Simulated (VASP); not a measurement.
Here is a VASP 6.6.1 calculation.

Contents of INCAR:

```
PREC     = Accurate       # precision mode
ENCUT    = 520            # plane-wave cutoff, eV
EDIFF    = 1E-7           # SCF threshold, eV
ISMEAR   = 0              # smearing method
SIGMA    = 0.05           # smearing width, eV
LREAL    = Auto         
LASPH    = True           # aspherical terms in the spheres
NELM     = 60             # most SCF steps
ALGO     = Normal         # electronic algorithm
ISIF     = 2              # what is computed and relaxed
LWAVE    = False          # write WAVECAR
LCHARG   = False          # write CHGCAR
GGA      = PS             # functional
NBANDS   = 118            # bands
```

File KPOINTS:

```
Automatic mesh
0
Gamma
  3 3 3
```

Contents of POSCAR:

```
MoW14
1.0
    6.3200000000      0.0000000000      0.0000000000
    0.0000000000      6.3200000000      0.0000000000
    0.0000000000      0.0000000000      6.3200000000
Mo W
1 14
Direct
   -0.0010195040      0.0019639674      0.0029159723
    0.5027581382      0.0006432320      0.0015448355
    0.0003453723      0.4982024152      0.0015325463
    0.0003423808      0.0006256354      0.4991369863
    0.2514715465      0.2489508256      0.2498692159
    0.5043493863      0.4966308837      0.0028885726
    0.5043357373      0.0019448068      0.4975515157
   -0.0009739423      0.4966498306      0.4975512310
    0.2515516945      0.7494145325      0.2502773660
    0.2515560008      0.2493687263      0.7503348705
    0.5029809141      0.4979706920      0.4989071565
    0.7520142560      0.7494904484      0.2498672631
    0.7520216054      0.2489503268      0.7503947962
    0.2513883740      0.7495667226      0.7504831201
    0.7515830400      0.7494220547      0.7503283519
```

Potentials or basis: VASP PAW PBE potentials, release 64 (Mo_sv, W_sv).

Command:

```bash
$ cat potpaw_PBE.64/Mo_sv/POTCAR potpaw_PBE.64/W_sv/POTCAR > POTCAR
$ mpirun -np 1 vasp_std > vasp.out
```

Problem. Predict the pressure.

Solution. -8.2 GPa.

Problem. What does it give for the band gap on the k mesh?

Solution. Zero (filled and empty bands touch).

Forces on the atoms (eV/Å):
```
Mo  -0.004  0.006  0.003
W    0.014  0.007  0.009
W   -0.009 -0.014  0.010
W   -0.009  0.009 -0.015
W   -0.001 -0.006 -0.006
W    0.015 -0.016  0.013
W    0.015  0.014 -0.015
W   -0.015 -0.017 -0.016
W   -0.007  0.007 -0.002
W   -0.007 -0.002  0.006
W    0.009 -0.007 -0.008
W    0.006  0.001 -0.006
W    0.006 -0.006  0.002
W   -0.016  0.018  0.018
W    0.003  0.006  0.007
```

Caveat: the PAW data sets were made with another functional, which shifts forces and pressure a little; spin-orbit coupling is left out, which moves the levels of the heavy elements.
